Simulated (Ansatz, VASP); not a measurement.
# Ta: VASP beside Ansatz

Contents of POSCAR:

```
Ta
1.0
    0.0000000000      2.1068355666      2.1068355666
    2.1068355666      0.0000000000      2.1068355666
    2.1068355666      2.1068355666      0.0000000000
Ta
1
Direct
    0.0000000000      0.0000000000      0.0000000000
```

The input INCAR.step1:

```
SYSTEM = Ta
  PREC = Accurate
  ENCUT = 520
  EDIFF = 1E-5
  ISMEAR = 0
  SIGMA = 0.05
  LREAL = .False.
  LASPH = .True.
  NELM = 80
  ALGO = Normal
  ISIF = 2
  LWAVE = .True.
  NBANDS = 12
  GGA = PE
```

INCAR.step2

```
SYSTEM = Ta
  PREC = Accurate
  ENCUT = 520
  EDIFF = 1E-6
  ISMEAR = 0
  SIGMA = 0.05
  LREAL = .False.
  LASPH = .True.
  NELM = 80
  ALGO = Normal
  ISIF = 2
  LWAVE = .False.
  LCHARG = .True.
  GGA = PE
  LHFCALC = .True.
  HFSCREEN = 0.2079
  PRECFOCK = Normal
  LELF = .True.
  LVHAR = .True.
  NBANDS = 12
  ISTART = 1
```

KPOINTS

```
regular mesh
0
Gamma
  8 8 8
  0 0 0
```

Input for Ansatz:

```yaml
crystal:
  lattice:
    - [0.0, 2.1068355666, 2.1068355666]
    - [2.1068355666, 0.0, 2.1068355666]
    - [2.1068355666, 2.1068355666, 0.0]
  atoms:
    - { symbol: Ta, position: [0.0, 0.0, 0.0] }
basis:
  ecutwfc: 420
  ecutrho_ratio: 4
kpoints:
  mp_grid: { grid: [8, 8, 8] }
hamiltonian:
  xc: hse06
scf:
  occupations: { method: gaussian, width: 0.05 }
output:
  forces: true
  stress: true
  eigenvalues: true
```

Alike in both runs: task single point; functional HSE06; k mesh 8 × 8 × 8; occupations gaussian, width 0.05 eV; no spin polarisation.

```csv
,VASP,Ansatz
version,VASP 6.6.1,Ansatz 0.2.0
potentials or method,"VASP PAW PBE potentials, release 64 (Ta_pv), cutoff 520 eV","scalar-relativistic, plane waves, PAW"
valence electrons in the cell,11,13
```

|  | VASP | Ansatz | Ansatz less VASP |
| --- | --- | --- | --- |
| gap on the k mesh at the Fermi level (eV) | none | none | - |
| pressure (GPa) | -0.3 | 0.8 | +1.18 |

A gap of «none» marks a metal or a gap that the smearing closes. VASP's potentials hold 11 valence electrons a cell and Ansatz's 13, so a difference there can come from the potentials and not from the codes. Ansatz's warnings: filled band counts differ across k points, stress exchange threshold loose, stress scf threshold loose.

Spin-orbit coupling is off throughout.
